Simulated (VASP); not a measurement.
Runs of VASP 6.6.1 on MgO. The structure is that of space group Fm-3m (No. 225), or close to it. The cells are those of the table. 

```csv
task,level,potentials or basis,cell,k mesh,cutoff (eV),smearing,dipole correction,mended,grid for exact exchange (PRECFOCK),share of exact exchange,screening parameter,gap on the mesh (eV),pressure (GPa),relaxed volume (Å³/atom)
single point,PBEsol,"VASP PAW PBE potentials, release 64 (Mg, O)","a = 2.950 Å, angles 60.0°, 2 atoms",11 × 11 × 11,520,fermi-dirac 0.05 eV,no,-,-,-,-,4.91,(a),-
relaxation of cell and atoms,revPBE+D3(BJ),"VASP PAW PBE potentials, release 64 (Mg, O)","relaxed from a = 2.966 Å, angles 60.0°, 2 atoms",11 × 11 × 11,600,gaussian 0.01 eV,no,-,-,-,-,4.99,0.0,9.17
single point,BLYP+D3(BJ),"VASP PAW PBE potentials, release 64 (Mg_sv, O)","a = 2.966 Å, angles 60.0°, 2 atoms",11 × 11 × 11,750,methfessel-paxton 0.01 eV,no,yes,-,-,-,5.16,-2.5,-
relaxation of cell and atoms,PBEsol-based screened hybrid with 25 % exact exchange,"VASP PAW PBE potentials, release 64 (Mg, O)","relaxed from a = 2.966 Å, angles 60.0°, 2 atoms",6 × 6 × 6,600,gaussian 0.1 eV,no,-,Normal,0.25,0.207 1/Å,6.69,0.0,9.07
single point,r2SCAN,"VASP PAW PBE potentials, release 64 (Mg_sv, O)","a = 2.905 Å, angles 60.0°, 2 atoms",11 × 11 × 11,750,fermi-dirac 0.05 eV,no,yes,-,-,-,6.44,(b),-
single point,PBEsol-based global hybrid with 25 % exact exchange,"VASP PAW PBE potentials, release 64 (Mg, O)","a = 2.966 Å, angles 60.0°, 2 atoms",6 × 6 × 6,520,fermi-dirac 0.05 eV,no,-,Normal,0.25,-,7.27,-2.6,-
single point,PBEsol-based screened hybrid with 25 % exact exchange,"VASP PAW PBE potentials, release 64 (Mg, O)","a = 2.952 Å, angles 60.0°, 2 atoms",6 × 6 × 6,520,gaussian 0.1 eV,no,-,Normal,0.25,0.207 1/Å,6.66,-0.1,-
band structure,HSE06,"VASP PAW PBE potentials, release 64 (Mg, O)","a = 2.966 Å, angles 60.0°, 2 atoms",6 × 6 × 6,460,gaussian 0.03 eV,-,-,Fast,0.25,0.2 1/Å,6.60,-,-
single point,r2SCAN,"VASP PAW PBE potentials, release 64 (Mg_sv, O)","a = 2.985 Å, angles 60.0°, 2 atoms",11 × 11 × 11,750,fermi-dirac 0.05 eV,no,yes,-,-,-,5.58,-2.0,-
single point,r2SCAN-based global hybrid with 15 % exact exchange,"VASP PAW PBE potentials, release 64 (Mg, O)","a = 2.966 Å, angles 60.0°, 2 atoms",6 × 6 × 6,520,fermi-dirac 0.05 eV,no,-,Normal,0.15,-,7.05,-1.8,-
single point,r2SCAN,"VASP PAW PBE potentials, release 64 (Mg_sv, O)","a = 2.926 Å, angles 60.0°, 2 atoms",11 × 11 × 11,750,fermi-dirac 0.05 eV,no,yes,-,-,-,6.21,8.5,-
relaxation of cell and atoms,PBEsol,"VASP PAW PBE potentials, release 64 (Mg, O)","relaxed to 30 GPa from a = 2.966 Å, angles 60.0°, 2 atoms",11 × 11 × 11,600,fermi-dirac 0.05 eV,no,-,-,-,-,6.14,30.0,-
```

Alike in all rows: no spin polarisation.

Task: Fill in the values left out.

Result: (a) 4.5; (b) 13.0.

Caveats: some runs use coarse meshes; the PAW data sets were made with another functional, which shifts forces and pressure a little; the cell stands under pressure (at least some runs); the cutoff is under 1.25 times the usual one of these potentials, so pressure, stress and relaxed cells hold a basis-set (Pulay) error (at least some runs); the cell is relaxed towards a set pressure, so the run minimises the enthalpy, not the energy (at least some runs).

The runs don't all hold the same shells in valence.
